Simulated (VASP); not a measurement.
Input of a VASP 6.6.1 run:

The input INCAR:

```
SYSTEM = Na
ALGO = Fast ; EDIFF = 1E-7
ENCUT = 520 ; ISIF = 2
ISMEAR = 0 ; LASPH = .TRUE.
LCHARG = .FALSE. ; LREAL = .FALSE.
LWAVE = .FALSE. ; NBANDS = 14
NELM = 80 ; PREC = Accurate
SIGMA = 0.15
```

The input KPOINTS:

```
k-points
0
G
  18 18 10
  0 0 0
```

POSCAR

```
Na
1.0
    3.8731691091      0.0000000000      0.0000000000
   -1.9365845546      3.3542628417      0.0000000000
    0.0000000000      0.0000000000      5.8212472191
Na
2
Direct
    0.3333333333      0.6666666667      0.2500000000
    0.6666666667      0.3333333333      0.7500000000
```

Potentials or basis: VASP PAW LDA potentials, release 64 (Na_pv).

Command:

```console
$ cat potpaw_LDA.64/Na_pv/POTCAR > POTCAR
$ mpirun -np 1 vasp_std > vasp.out
```

Predict the pressure.

-0.8 GPa.

What does it give for the band gap on the k mesh?

Zero (band 7 reaches 2.02 eV, above the bottom of band 8 at -2.00 eV).

Stress tensor (GPa, compression positive):
```
-1.09  0.00  0.00
 0.00 -1.09  0.00
 0.00  0.00 -0.34
```
